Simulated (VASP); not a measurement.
Crystal: WS2 (Tungstenite).

```
CELL_PARAMETERS angstrom
3.18000 0.00000 0.00000
-1.59000 2.75396 0.00000
0.00000 0.00000 12.50000
ATOMIC_POSITIONS crystal
W 0.33333 0.66667 0.25000
W 0.66667 0.33333 0.75000
S 0.33333 0.66667 0.62500
S 0.66667 0.33333 0.12500
S 0.33333 0.66667 0.87500
S 0.66667 0.33333 0.37500
```

| Quantity | Value |
| --- | --- |
| Program | VASP 6.6.1 |
| Task | relaxation of cell and atoms |
| Functional | PBE |
| Dispersion | D3(BJ) |
| Potentials or basis | VASP PAW PBE potentials, release 64 (W_sv, S) |
| Cutoff | 600 eV |
| k mesh | 12 × 12 × 4 |
| Occupations | gaussian, width 0.02 eV |
| Spin | no spin polarisation |

At the start: pressure -1.5 GPa; volume 18.24 Å³/atom.

Q: How do energy, volume and symmetry change on relaxing?

A: Over 14 steps the energy falls by 5.5 meV/atom and the volume is 17.43 Å³/atom (-4.4 %); space group P6_3/mmc (No. 194, to 0.05 Å).

Step by step:
```tsv
step	energy change (eV)	largest force (eV/Å)	pressure (GPa)	volume (Å³)
1	0.0000	0.1375	-1.53	109.47
2	-0.0074	0.3297	1.83	106.74
3	-0.0119	0.2560	0.51	107.76
4	-0.0146	0.0713	-0.67	107.53
5	-0.0164	0.0532	-0.22	107.62
6	-0.0201	0.0480	-0.21	107.24
7	-0.0288	0.0343	-0.14	106.08
8	-0.0309	0.0032	0.17	103.77
9	-0.0329	0.0245	0.02	104.82
10	-0.0329	0.0221	0.04	104.68
11	-0.0324	0.0749	-0.40	104.65
12	-0.0330	0.0015	-0.07	104.67
13	-0.0329	0.0054	0.16	104.47
14	-0.0330	0.0009	0.01	104.60
```

Final structure:
```
W S
1.0
     3.15415    0.00000    0.00000
    -1.57708    2.73158    0.00000
     0.00000    0.00000   12.14083
W S
2 4
Cartesian
  0.0000 1.8211 3.0352
  1.5771 0.9105 9.1056
  0.0000 1.8211 7.5309
  1.5771 0.9105 1.4605
  0.0000 1.8211 10.6803
  1.5771 0.9105 4.6099
```
